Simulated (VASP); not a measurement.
A run of VASP 6.6.1:

The input INCAR:

```
SYSTEM = Fe
ALGO = Normal
EDIFF = 1E-6
ENCUT = 600
GGA = PE
GGA_COMPAT = .FALSE.
ISIF = 2
ISMEAR = -1
ISPIN = 2
LASPH = .TRUE.
LCHARG = .TRUE.
LELF = .TRUE.
LMAXMIX = 4
LORBIT = 11
LREAL = .FALSE.
LVHAR = .TRUE.
LWAVE = .FALSE.
MAGMOM = 2.618
NBANDS = 14
NELM = 200
PREC = Accurate
SIGMA = 0.1
```

KPOINTS

```
k-points
0
G
  8 8 8
  0 0 0
```

POSCAR

```
Fe
1.0
    0.0000000000      1.8208597609      1.8208597609
    1.8208597609      0.0000000000      1.8208597609
    1.8208597609      1.8208597609      0.0000000000
Fe
1
Direct
    0.0000000000      0.0000000000      0.0000000000
```

Potentials or basis: VASP PAW PBE potentials, release 64 (Fe).

Command:

```console
$ cat potpaw_PBE.64/Fe/POTCAR > POTCAR
$ mpirun -np 1 vasp_std > vasp.out
```

Hardware: 1 thread of AMD EPYC 7R43 64-Core Processor (Zen 3), on a shared host.

How long does it take, and how much memory?

Run time: 25 s on 1 thread of AMD EPYC 7R43 64-Core Processor (Zen 3), on a shared host, peak memory 0.11 GiB. Counts: scf iterations 16, k points 29.
